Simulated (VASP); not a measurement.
Write the native input for VASP 6.6.1 that does the following.

| Item | Value |
| --- | --- |
| Task | single point |
| Functional | PBE |
| Potentials or basis | VASP PAW PBE potentials, release 64 (Ir, Pt) |
| Cutoff | 520 eV |
| k mesh | 12 × 12 × 6 |
| Occupations | gaussian, width 0.1 eV |
| Spin | collinear spin, ferromagnetic start |
| Starting moments | [0.43, 0.13, 0.13] μB |
| Dipole correction | no |
| Further INCAR settings | ALGO = Fast; EDIFF = 1e-06; NBANDS = 26 |

The structure of IrPt2 lies in POSCAR:

```
IrPt2
1.0
    2.7953254670      0.0000000000      0.0000000000
   -1.3976627335      2.4208228662      0.0000000000
    0.0000000000      0.0000000000      6.7642017919
Ir Pt
1 2
Direct
    0.0000000000      0.0000000000      0.0000000000
    0.3333333333      0.6666666667      0.3284312873
    0.6666666667      0.3333333333      0.6715687127
```

The input as run:

INCAR

```
PREC = Accurate
ENCUT = 520
EDIFF = 1E-6
ISMEAR = 0
SIGMA = 0.1
LREAL = False
LASPH = True
NELM = 150
ALGO = Fast
ISIF = 2
LWAVE = False
LCHARG = False
ISPIN = 2
MAGMOM = 0.43 0.13 0.13
LORBIT = 11
LMAXMIX = 4
GGA = PE
NBANDS = 26
```

KPOINTS

```
regular mesh
0
Gamma
  12 12 6
```

Potentials or basis: VASP PAW PBE potentials, release 64 (Ir, Pt).

Launch:

```bash
$ cat potpaw_PBE.64/Ir/POTCAR potpaw_PBE.64/Pt/POTCAR > POTCAR
$ mpirun -np 1 vasp_std > vasp.out
```

Results of the run:

The pressure is -0.2 GPa. The largest force is 0.026 eV/Å and the net moment is 0.00 μB per cell. The valence electrons inside the program's atomic spheres are Ir 8.15; Pt 9.28.

Wall time 110 s on 1 thread of Intel(R) Xeon(R) 6975P-C (Granite Rapids), with other jobs on the host, peak memory 0.32 GiB.
